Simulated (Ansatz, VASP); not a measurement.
## Li12NO in VASP and in Ansatz

```
Li N O
1.0
     5.94517    0.00000    0.00000
    -1.98172    5.60516    0.00000
     0.00000    0.00000   22.68313
Li N O
12 1 1
Direct
  0.25000 0.25000 0.17634
  0.25000 0.75000 0.17634
  0.75000 0.25000 0.17634
  0.75000 0.75000 0.17634
  0.00000 0.00000 0.27942
  0.00000 0.50000 0.27942
  0.50000 0.00000 0.27942
  0.50000 0.50000 0.27942
  0.25000 0.25000 0.38280
  0.25000 0.75000 0.38280
  0.75000 0.25000 0.38280
  0.75000 0.75000 0.38280
  0.91667 0.58333 0.46700
  0.06553 0.73219 0.49302
```

Alike in both runs: task single point; functional PBE; k mesh 5 × 5 × 1; occupations gaussian, width 0.1 eV; collinear spin.

```csv
,VASP,Ansatz
version,VASP 6.6.1,Ansatz 0.2.0
potentials or method,"VASP PAW PBE potentials, release 64 (Li_sv, N, O), cutoff 520 eV","scalar-relativistic, plane waves, PAW"
valence electrons in the cell,47,47
```

Ansatz gave:

| Quantity | Value |
| --- | --- |
| gap on the k mesh at the Fermi level (eV) | none |
| rms of the force components (eV/Å) | 0.620 |
| net moment per atom (μB) | 0.12 |
| size of the moment on the site where the two differ most (μB) | 0.31 |
| work function, face that differs most (eV) | 4.32 |

Problem. Estimate VASP's values.

Solution. gap on the k mesh at the Fermi level (eV): none; rms of the force components (eV/Å): 0.857; net moment per atom (μB): 0.12; size of the moment on the site where the two differ most (μB): 0.56; work function, face that differs most (eV): 4.33.

Site moments also hang on the region over which each program counts them. Atom by atom the forces differ by 0.244 eV/Å (rms over components). A gap of «none» marks a metal or a gap that the smearing closes.

Noted on VASP's run: the cutoff is under 1.25 times that of the potentials, so the pressure is a little rough; the standard files for N, O and F lose accuracy on very short bonds.
